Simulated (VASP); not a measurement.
# ZnCdO (P4_2/mmc) in VASP: notebook, part 2 of 2

VASP 6.6.1. Earlier steps stand in the parts before.

### Step 3. Single point, PBE, collinear spin, ferromagnetic start

This run uses another cell than the first one, of 21.26 Å³/atom, 0.971 times its volume.

Input file INCAR:

```
SYSTEM = ZnCdO
PREC = Accurate
ENCUT = 520
EDIFF = 1E-7
ISMEAR = 0
SIGMA = 0.1
LREAL = .FALSE.
LASPH = .TRUE.
NELM = 150
ALGO = Normal
ISIF = 2
LWAVE = .FALSE.
LCHARG = .FALSE.
ISPIN = 2
MAGMOM = 0 0 0 0 1 1
LORBIT = 11
GGA = PE
NBANDS = 43
```

Input file KPOINTS:

```
regular mesh
0
G
  6 6 2
  0 0 0
```

Input file POSCAR:

```
ZnCdO
1.0
    3.5119044367      0.0000000000      0.0000000000
    0.0000000000      3.5119044367      0.0000000000
    0.0000000000      0.0000000000     10.3402402292
Zn Cd O
2 2 2
Direct
    0.5000000000      0.5000000000      0.0000000000
    0.5000000000      0.5000000000      0.5000000000
    0.0000000000      0.0000000000      0.2500000000
    0.0000000000      0.0000000000      0.7500000000
    0.0000000000      0.5000000000      0.0000000000
    0.5000000000      0.0000000000      0.5000000000
```

Potentials or basis: VASP PAW PBE potentials, release 64 (Zn, Cd, O).

Started as:

```
$ cat potpaw_PBE.64/Zn/POTCAR potpaw_PBE.64/Cd/POTCAR potpaw_PBE.64/O/POTCAR > POTCAR
$ mpirun -np 1 vasp_std > vasp.out
```

OUTCAR:

```text
SYSTEM = ZnCdO
   PREC = Accurate
   ENCUT = 520
   EDIFF = 1E-7
   ISMEAR = 0
   LREAL = .FALSE.
   LASPH = .TRUE.
   NELM = 150
   ISIF = 2
   ISPIN = 2
   LORBIT = 11
   GGA = PE

 ion  position               nearest neighbor table
   1  0.500  0.500  0.000-   5 1.76   5 1.76
   2  0.500  0.500  0.500-   6 1.76   6 1.76
   3  0.000  0.000  0.250-
   4  0.000  0.000  0.750-
   5  0.000  0.500  0.000-   1 1.76   1 1.76
   6  0.500  0.000  0.500-   2 1.76   2 1.76

  LATTYP: Found a simple tetragonal cell.
 ALAT       =     3.5119044367
 C/A-ratio  =     2.9443398633

  Lattice vectors:

 A1 = (   3.5119044367,   0.0000000000,   0.0000000000)
 A2 = (   0.0000000000,   3.5119044367,   0.0000000000)
 A3 = (   0.0000000000,   0.0000000000,  10.3402402292)

Analysis of symmetry for initial positions (statically):
=====================================================================
 Subroutine PRICEL returns:
 Original cell was already a primitive cell.

 Routine SETGRP: Setting up the symmetry group for a
 simple tetragonal supercell.

 Subroutine GETGRP returns: Found 16 space group operations
 (whereof  8 operations were pure point group operations)
 out of a pool of 16 trial point group operations.

The static configuration has the point symmetry D_2h.
 The point group associated with its full space group is D_4h.

Analysis of symmetry for dynamics (positions and initial velocities):
=====================================================================
 Subroutine PRICEL returns:
 Original cell was already a primitive cell.

 Routine SETGRP: Setting up the symmetry group for a
 simple tetragonal supercell.

 Subroutine GETGRP returns: Found 16 space group operations
 (whereof  8 operations were pure point group operations)
 out of a pool of 16 trial point group operations.

The dynamic configuration has the point symmetry D_2h.
 The point group associated with its full space group is D_4h.

Analysis of structural, dynamic, and magnetic symmetry:
=====================================================================
 Subroutine PRICEL returns:
 Original cell was already a primitive cell.

 Routine SETGRP: Setting up the symmetry group for a
 simple tetragonal supercell.

 Subroutine GETGRP returns: Found 16 space group operations
 (whereof  8 operations were pure point group operations)
 out of a pool of 16 trial point group operations.

The overall configuration has the point symmetry D_2h.
 The point group associated with its full space group is D_4h.

 Subroutine INISYM returns: Found 16 space group operations
 (whereof  8 operations are pure point group operations),
 and found     1 'primitive' translations

----------------------------------------------------------------------------------------

                                     Primitive cell

  volume of cell :     127.5311

  direct lattice vectors                    reciprocal lattice vectors
     3.511904437  0.000000000  0.000000000     0.284745789  0.000000000  0.000000000
     0.000000000  3.511904437  0.000000000     0.000000000  0.284745789  0.000000000
[... 89 lines left out ...]
   LREAL  =      F    real-space projection
   EDIFFG = 0.1E-05   stopping-criterion for IOM
   NSW    =      0    number of steps for IOM
   IBRION =     -1    ionic relax: 0-MD 1-quasi-New 2-CG
   NFREE  =      0    steps in history (QN), initial steepest desc. (CG)
   ISIF   =      2    stress and relaxation
   ISYM   =      2    0-nonsym 1-usesym 2-fastsym
   POTIM  = 0.5000    time-step for ionic-motion
   TEBEG  =    0.0;   TEEND  =   0.0 temperature during run
   PSTRESS=    0.0 pullay stress
   NELECT =      60.0000    total number of electrons
   NUPDOWN=      -1.0000    fix difference up-down
   EMIN   =  10.00;   EMAX   =-10.00  energy-range for DOS
   EFERMI =   0.00;   METHOD = LEGACY
   ISMEAR =     0;   SIGMA  =   0.10  broadening in eV -4-tet -1-fermi 0-gaus
   EFERMI_NEDOS =   21; number of points for ismear=-14 and -15
   IALGO  =     38    algorithm
   IMIX   =      4    mixing-type and parameters
     AMIX     =   0.40;   BMIX     =  1.00
     AMIX_MAG =   1.60;   BMIX_MAG =  1.00
  volume/ion in A,a.u.               =      21.26       143.44
  Fermi-wavevector in a.u.,A,eV,Ry     =   1.273268  2.406128 22.057929  1.621212
  Thomas-Fermi vector in A             =   2.406101
   LORBIT       =     11    0 simple, 1 ext, 2 COOP (PROOUT), +10 PAW based schemes
   GGA     = PE    functional components
   LHFCALC =     F    Hartree Fock is set to
   AEXX    =    0.0000 exact exchange contribution
   IVDW    =     0    specifies the selected vdW correction
   LEPSILON=     F    determine dielectric tensor
   LRPA    =     F    only Hartree local field effects (RPA)
 spin polarized calculation
 Gauss-broadening in eV      SIGMA  =   0.10
  energy-cutoff  :      520.00
  volume of cell :      127.53
 maximum number of plane-waves:      3478
 NGX is ok and might be reduce to    28
   NGX = 13   NGY = 13   NGZ = 39

 number of electron      60.0000032 magnetization       0.0001218

 Free energy of the ion-electron system (eV)
  ---------------------------------------------------
  ext. energy  EPLUGINS =         0.00000000
  ---------------------------------------------------
  free energy    TOTEN  =       -15.75839568 eV

  energy without entropy =      -15.75155961  energy(sigma->0) =      -15.75497764

 E-fermi :   0.8843     XC(G=0):  -9.2594

 val. band max:        0.8312059979   @ k =   0.5000   0.0000   0.0000
 cond. band min:       0.9003350226   @ k =   0.5000   0.3333   0.0000
 fundamental gap:      0.0691290247
 Fermi energy:         0.8843389670

 spin component 1

 k-point     1 :       0.0000    0.0000    0.0000
  band No.  band energies     occupation
      1     -18.2301      1.00000
      2     -18.2239      1.00000
      3      -7.5313      1.00000
      4      -7.5254      1.00000
      5      -7.3610      1.00000
      6      -7.3474      1.00000
[... 889 lines left out ...]
     41       7.0006      0.00000
     42       7.0006      0.00000
 Fermi energy:         0.8843389670

 spin component 2

 k-point     1 :       0.0000    0.0000    0.0000
  band No.  band energies     occupation
      1     -18.2301      1.00000
      2     -18.2238      1.00000
      3      -7.5313      1.00000
      4      -7.5254      1.00000
      5      -7.3610      1.00000
      6      -7.3474      1.00000
[... 889 lines left out ...]
     41       7.0005      0.00000
     42       7.0005      0.00000
 [bands above 42 left out]

------------------------ aborting loop because EDIFF is reached ----------------------------------------

  FORCE on cell =-STRESS in cart. coord.  units (eV):
  Direction    XX          YY          ZZ          XY          YZ          ZX
  --------------------------------------------------------------------------------------
  -------------------------------------------------------------------------------------
  Total        0.7371983      0.7371983      0.0848349      0.0000000      0.0000000      0.0000000
  in kB        9.2614480      9.2614480      1.0657834      0.0000000      0.0000000      0.0000000
  external PRESSURE =       6.5295598 kB  Pullay stress =       0.0000000 kB

 VOLUME and BASIS-vectors are now :
 -----------------------------------------------------------------------------
  energy-cutoff  :      520.00
  volume of cell :      127.53
      direct lattice vectors                 reciprocal lattice vectors
     3.511904437  0.000000000  0.000000000     0.284745789  0.000000000  0.000000000
     0.000000000  3.511904437  0.000000000     0.000000000  0.284745789  0.000000000
     0.000000000  0.000000000 10.340240229     0.000000000  0.000000000  0.096709552

 POSITION                                       TOTAL-FORCE (eV/Angst)
 -----------------------------------------------------------------------------------
      1.75595      1.75595      0.00000         0.000000      0.000000     -0.000000
      1.75595      1.75595      5.17012         0.000000      0.000000     -0.000000
      0.00000      0.00000      2.58506        -0.000000     -0.000000      0.000000
      0.00000      0.00000      7.75518         0.000000      0.000000      0.000000
      0.00000      1.75595      0.00000         0.000000      0.000000     -0.000000
      1.75595      0.00000      5.17012         0.000000      0.000000     -0.000000
 -----------------------------------------------------------------------------------
    total drift:                                0.000000      0.000000      0.000000

  FREE ENERGIE OF THE ION-ELECTRON SYSTEM (eV)
  ---------------------------------------------------
  free  energy   TOTEN  =       -15.7583956820 eV

  energy  without entropy=      -15.7515596069  energy(sigma->0) =      -15.75497764

 total charge

# of ion       s       p       d       tot
------------------------------------------
    1        0.570   0.494   9.843  10.907
    2        0.570   0.494   9.843  10.907
    3        0.615   0.095   9.519  10.229
    4        0.615   0.095   9.519  10.229
    5        1.561   3.444   0.000   5.005
    6        1.561   3.444   0.000   5.005
--------------------------------------------------
tot          5.492   8.065  38.724  52.281

 magnetization (x)

# of ion       s       p       d       tot
------------------------------------------
    1       -0.000  -0.000   0.000  -0.000
    2       -0.000  -0.000   0.000  -0.000
    3        0.000   0.000  -0.000   0.000
    4        0.000   0.000  -0.000   0.000
    5        0.000   0.000   0.000   0.000
    6        0.000   0.000   0.000   0.000
--------------------------------------------------
tot         -0.000   0.000   0.000   0.000
```

It took 4.1 min on 1 thread of Intel Xeon Platinum 8259CL at 2.50GHz (Skylake/Cascade Lake), shared host; peak memory 0.38 GiB.

Results:

```
Free energy                                           : -15.7584 eV
Pressure                                              : 0.7 GPa
Band gap on the k mesh                                : zero (filled and empty bands overlap)
Net moment                                            : 0.00 μB per cell
Valence electrons inside the program's atomic spheres : Zn 10.91; Cd 10.23; O 5.00
```

Stress tensor (GPa, compression positive):
```
0.93 0.00 0.00
0.00 0.93 0.00
0.00 0.00 0.11
```
